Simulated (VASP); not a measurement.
# HgTe (F-43m) in VASP: further runs

The runs below take HgTe through single point, with PBE, LDA.

All numbers are computed with VASP 6.6.1; they aren't measurements. Logs are shortened: lines on timing, memory, paths and dates and some standing lists are left out, and cuts for length are marked.

## 1. The cell of the first run

Symmetry: F-43m, No. 216, cubic system. The conventional cell has a = 6.429 Å, b = 6.429 Å, c = 6.429 Å, α = 90.00°, β = 90.00°, γ = 90.00°. Hg (site symmetry -43m) has 4 Te at 2.78 Å within 3.7 Å. Within 3.7 Å of Te (site symmetry -43m) lie 4 Hg at 2.78 Å.

## 2. Single point, PBE

File INCAR:

```
SYSTEM = HgTe
PREC = Accurate
ENCUT = 500
EDIFF = 1E-6
ISMEAR = -1
SIGMA = 0.06
LREAL = .False.
LASPH = .True.
NELM = 120
ALGO = Normal
ISIF = 2
LWAVE = .False.
LCHARG = .False.
GGA = PE
NBANDS = 16
GGA_COMPAT = .False.
```

File KPOINTS:

```
Automatic mesh
0
Gamma
  4 4 4
  0 0 0
```

File POSCAR:

```
HgTe
1.0
    0.0000000000      3.2145000000      3.2145000000
    3.2145000000      0.0000000000      3.2145000000
    3.2145000000      3.2145000000      0.0000000000
Hg Te
1 1
Direct
    0.0000000000      0.0000000000      0.0000000000
    0.7500000000      0.7500000000      0.7500000000
```

Potentials or basis: VASP PAW PBE potentials, release 64 (Hg, Te).

The run is started by

```bash
cat potpaw_PBE.64/Hg/POTCAR potpaw_PBE.64/Te/POTCAR > POTCAR
mpirun -np 1 vasp_std > vasp.out
```

OUTCAR:

```text
SYSTEM = HgTe
   PREC = Accurate
   ENCUT = 500
   EDIFF = 1E-6
   ISMEAR = -1
   LREAL = .False.
   LASPH = .True.
   NELM = 120
   ISIF = 2
   GGA = PE

 ion  position               nearest neighbor table
   1  0.000  0.000  0.000-   2 2.78   2 2.78   2 2.78   2 2.78
   2  0.750  0.750  0.750-   1 2.78   1 2.78   1 2.78   1 2.78

  LATTYP: Found a face centered cubic cell.
 ALAT       =     6.4290000000

  Lattice vectors:

 A1 = (   0.0000000000,   3.2145000000,   3.2145000000)
 A2 = (   3.2145000000,   0.0000000000,   3.2145000000)
 A3 = (   3.2145000000,   3.2145000000,   0.0000000000)

Analysis of symmetry for initial positions (statically):
=====================================================================
 Subroutine PRICEL returns:
 Original cell was already a primitive cell.

 Routine SETGRP: Setting up the symmetry group for a
 face centered cubic supercell.

 Subroutine GETGRP returns: Found 24 space group operations
 (whereof 24 operations were pure point group operations)
 out of a pool of 48 trial point group operations.

The static configuration has the point symmetry T_d .

Analysis of symmetry for dynamics (positions and initial velocities):
=====================================================================
 Subroutine PRICEL returns:
 Original cell was already a primitive cell.

 Routine SETGRP: Setting up the symmetry group for a
 face centered cubic supercell.

 Subroutine GETGRP returns: Found 24 space group operations
 (whereof 24 operations were pure point group operations)
 out of a pool of 48 trial point group operations.

The dynamic configuration has the point symmetry T_d .

 Subroutine INISYM returns: Found 24 space group operations
 (whereof 24 operations are pure point group operations),
 and found     1 'primitive' translations

----------------------------------------------------------------------------------------

                                     Primitive cell

  volume of cell :      66.4309

  direct lattice vectors                    reciprocal lattice vectors
     0.000000000  3.214500000  3.214500000    -0.155545186  0.155545186  0.155545186
     3.214500000  0.000000000  3.214500000     0.155545186 -0.155545186  0.155545186
     3.214500000  3.214500000  0.000000000     0.155545186  0.155545186 -0.155545186
[... 62 lines left out ...]
   LNONCOLLINEAR =      F non collinear calculations
   LSORBIT =      F    spin-orbit coupling
   LASPH  =      T    aspherical Exc in radial PAW
   ENCUT  =  500.0 eV  36.75 Ry    6.06 a.u.   8.29  8.29  8.29*2*pi/ulx,y,z
   NELM   =    120;   NELMIN=  2; NELMDL= -5     # of ELM steps
   EDIFF  = 0.1E-05   stopping-criterion for ELM
   LREAL  =      F    real-space projection
   EDIFFG = 0.1E-04   stopping-criterion for IOM
   NSW    =      0    number of steps for IOM
   IBRION =     -1    ionic relax: 0-MD 1-quasi-New 2-CG
   NFREE  =      0    steps in history (QN), initial steepest desc. (CG)
   ISIF   =      2    stress and relaxation
   ISYM   =      2    0-nonsym 1-usesym 2-fastsym
   POTIM  = 0.5000    time-step for ionic-motion
   TEBEG  =    0.0;   TEEND  =   0.0 temperature during run
   PSTRESS=    0.0 pullay stress
   NELECT =      18.0000    total number of electrons
   NUPDOWN=      -1.0000    fix difference up-down
   EMIN   =  10.00;   EMAX   =-10.00  energy-range for DOS
   EFERMI =   0.00;   METHOD = LEGACY
   ISMEAR =    -1;   SIGMA  =   0.06  broadening in eV -4-tet -1-fermi 0-gaus
   EFERMI_NEDOS =   21; number of points for ismear=-14 and -15
   IALGO  =     38    algorithm
   IMIX   =      4    mixing-type and parameters
     AMIX     =   0.40;   BMIX     =  1.00
     AMIX_MAG =   1.60;   BMIX_MAG =  1.00
  volume/ion in A,a.u.               =      33.22       224.15
  Fermi-wavevector in a.u.,A,eV,Ry     =   1.059357  2.001894 15.268958  1.122237
  Thomas-Fermi vector in A             =   2.194699
   LORBIT       =      0    0 simple, 1 ext, 2 COOP (PROOUT), +10 PAW based schemes
   GGA     = PE    functional components
   LHFCALC =     F    Hartree Fock is set to
   AEXX    =    0.0000 exact exchange contribution
   IVDW    =     0    specifies the selected vdW correction
   LEPSILON=     F    determine dielectric tensor
   LRPA    =     F    only Hartree local field effects (RPA)
 non-spin polarized calculation
  energy-cutoff  :      500.00
  volume of cell :       66.43
 maximum number of plane-waves:      1708
 NGX is ok and might be reduce to    36
   NGX = 17   NGY = 17   NGZ = 17

 number of electron      18.0000000 magnetization

 Free energy of the ion-electron system (eV)
  ---------------------------------------------------
  ext. energy  EPLUGINS =         0.00000000
  ---------------------------------------------------
  free energy    TOTEN  =        -3.46248775 eV

  energy without entropy =       -3.45889264  energy(sigma->0) =       -3.46069019

 E-fermi :   3.3424     XC(G=0):  -8.8020

 val. band max:        3.3007215190   @ k =   0.0000   0.0000   0.0000
 cond. band min:       3.9964476345   @ k =   0.5000   0.0000   0.0000
 fundamental gap:      0.6957261155
 Fermi energy:         3.3423615894

 k-point     1 :       0.0000    0.0000    0.0000
  band No.  band energies     occupation
      1      -8.8005      2.00000
      2      -4.1748      2.00000
      3      -4.1748      2.00000
      4      -4.1748      2.00000
      5      -3.6295      2.00000
      6      -3.6295      2.00000
[... 129 lines left out ...]
      3      -3.8959      2.00000
      4      -3.6824      2.00000
      5      -3.6721      2.00000
      6      -2.9766      2.00000
[... 8 lines left out ...]
     15      14.3903      0.00000
     16      14.4525      0.00000

------------------------ aborting loop because EDIFF is reached ----------------------------------------

  FORCE on cell =-STRESS in cart. coord.  units (eV):
  Direction    XX          YY          ZZ          XY          YZ          ZX
  --------------------------------------------------------------------------------------
  -------------------------------------------------------------------------------------
  Total        2.1104454      2.1104454      2.1104454     -0.0000000      0.0000000      0.0000000
  in kB       50.8996051     50.8996051     50.8996051     -0.0000000      0.0000000      0.0000000
  external PRESSURE =      50.8996051 kB  Pullay stress =       0.0000000 kB

 VOLUME and BASIS-vectors are now :
 -----------------------------------------------------------------------------
  energy-cutoff  :      500.00
  volume of cell :       66.43
      direct lattice vectors                 reciprocal lattice vectors
     0.000000000  3.214500000  3.214500000    -0.155545186  0.155545186  0.155545186
     3.214500000  0.000000000  3.214500000     0.155545186 -0.155545186  0.155545186
     3.214500000  3.214500000  0.000000000     0.155545186  0.155545186 -0.155545186

 POSITION                                       TOTAL-FORCE (eV/Angst)
 -----------------------------------------------------------------------------------
      0.00000      0.00000      0.00000        -0.000000      0.000000      0.000000
      4.82175      4.82175      4.82175         0.000000     -0.000000     -0.000000
 -----------------------------------------------------------------------------------
    total drift:                               -0.000000     -0.000000      0.000000

  FREE ENERGIE OF THE ION-ELECTRON SYSTEM (eV)
  ---------------------------------------------------
  free  energy   TOTEN  =        -3.4624877460 eV

  energy  without entropy=       -3.4588926382  energy(sigma->0) =       -3.46069019
```

OSZICAR:

```text
N       E                     dE             d eps       ncg     rms          rms(c)
DAV:   1     0.107689627007E+03    0.10769E+03   -0.78921E+03   264   0.941E+02
DAV:   2    -0.104349393536E+00   -0.10779E+03   -0.10221E+03   296   0.229E+02
DAV:   3    -0.365602585344E+01   -0.35517E+01   -0.35398E+01   328   0.432E+01
DAV:   4    -0.368861306482E+01   -0.32587E-01   -0.32584E-01   352   0.375E+00
DAV:   5    -0.368869376175E+01   -0.80697E-04   -0.80697E-04   368   0.185E-01    0.797E+00
DAV:   6    -0.347165770633E+01    0.21704E+00   -0.42593E-01   280   0.874E+00    0.625E+00
DAV:   7    -0.346301107724E+01    0.86466E-02   -0.11296E-01   288   0.227E+00    0.227E+00
DAV:   8    -0.346235065351E+01    0.66042E-03   -0.12292E-02   288   0.127E+00    0.578E-01
DAV:   9    -0.346242606368E+01   -0.75410E-04   -0.80018E-04   312   0.329E-01    0.142E-01
DAV:  10    -0.346246859828E+01   -0.42535E-04   -0.10038E-04   272   0.873E-02    0.496E-02
DAV:  11    -0.346249056254E+01   -0.21964E-04   -0.47491E-05   288   0.509E-02    0.429E-02
DAV:  12    -0.346248797831E+01    0.25842E-05   -0.51963E-06   320   0.204E-02    0.227E-02
DAV:  13    -0.346248774604E+01    0.23227E-06   -0.89066E-07   232   0.505E-03
   1 F= -.34624877E+01 E0= -.34606902E+01  d E =-.359511E-02
```

Run time: 8.5 s. Hardware: 1 thread of Intel Xeon 6975P-C (Granite Rapids), shared host; peak memory 0.19 GiB.

What came out:

* Free energy: -3.4625 eV
* Pressure: 5.1 GPa
* Band gap on the k mesh: zero (filled and empty bands touch)

Caveat: the k points lie up to 0.42 Å⁻¹ apart; semilocal functionals underestimate gaps, and a narrow one can read as zero; spin-orbit coupling is left out, which moves the levels of the heavy elements.

[end of part 1 of 2]

The gap in the log of VASP goes by the Fermi energy; the results here count the filled bands.